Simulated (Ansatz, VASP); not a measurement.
**Two plane-wave programs on SiMo3**

```
Si Mo
1.0
     4.74399    0.03380   -0.03283
     0.03380    4.87021    0.07953
    -0.03283    0.07953    4.99332
Si Mo
2 6
Direct
  0.00133 0.99806 0.98040
  0.50819 0.50860 0.49286
  0.24288 0.98823 0.51476
  0.50119 0.74438 0.99060
  0.73940 0.99969 0.50916
  0.49759 0.26411 0.01088
  0.00067 0.49922 0.75086
  0.00875 0.49770 0.25049
```

Change from the starting cell: cell x1, atoms moved at random (sigma 0.05 Å) and cell strained at random (1.5 %), then relaxed without symmetry.

Alike in both runs: task relaxation of cell and atoms; functional PBE; k mesh 4 × 4 × 4; occupations gaussian, width 0.2 eV; no spin polarisation.

|  | VASP | Ansatz |
| --- | --- | --- |
| version | VASP 6.6.1 | Ansatz 0.2.0 |
| potentials or method | VASP PAW PBE potentials, release 64 (Si, Mo_sv), cutoff 600 eV | scalar-relativistic, plane waves, PAW |
| valence electrons in the cell | 92 | 92 |

```csv
,VASP,Ansatz,Ansatz less VASP
"gap on the k mesh at the Fermi level, each at its own relaxed structure (eV)",none,none,-
relaxed volume (Å³/atom),14.84,14.81,-0.033
relaxed cell length with the largest relative difference (Å),4.916,4.912,-0.0039
```

A gap of «none» marks a metal or a gap that the smearing closes.
